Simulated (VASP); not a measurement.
**Cu: single point with PBE**

Cu:

```
Cu
1.0
     0.00000    1.67765    1.67765
     1.67765    0.00000    1.67765
     1.67765    1.67765    0.00000
Cu
1
Direct
  0.00000 0.00000 0.00000
```

```json
{
  "Program": "VASP 6.6.1",
  "Task": "single point",
  "Functional": "PBE",
  "Potentials or basis": "VASP PAW PBE potentials, release 64 (Cu)",
  "Cutoff": "520 eV",
  "k mesh": "20 × 20 × 20",
  "Occupations": "fermi-dirac, width 0.05 eV",
  "Spin": "no spin polarisation",
  "Dipole correction": "no",
  "Further INCAR settings": "ALGO = Normal; EDIFF = 1e-06; NBANDS = 12"
}
```

```json
{
 "Pressure": "60.5 GPa"
}
```

Levels at points of the mesh, in eV from the Fermi level:
```csv
k point,band 3,band 4,band 5,band 6,band 7,band 8,band 9,band 10
"(0.00, 0.00, 0.00)",-3.87,-3.87,-2.70,-2.70,24.29,28.75,28.75,28.75
"(0.50, 0.00, 0.00)",-3.92,-1.91,-1.91,-1.75,4.99,22.68,25.73,25.73
"(0.50, 0.50, 0.00)",-1.93,-1.70,-1.70,1.29,8.77,14.89,14.89,20.02
```

Wall time 15 s on 1 thread of Intel(R) Xeon(R) Platinum 8488C (Sapphire Rapids) (shared host), peak memory 0.13 GiB.
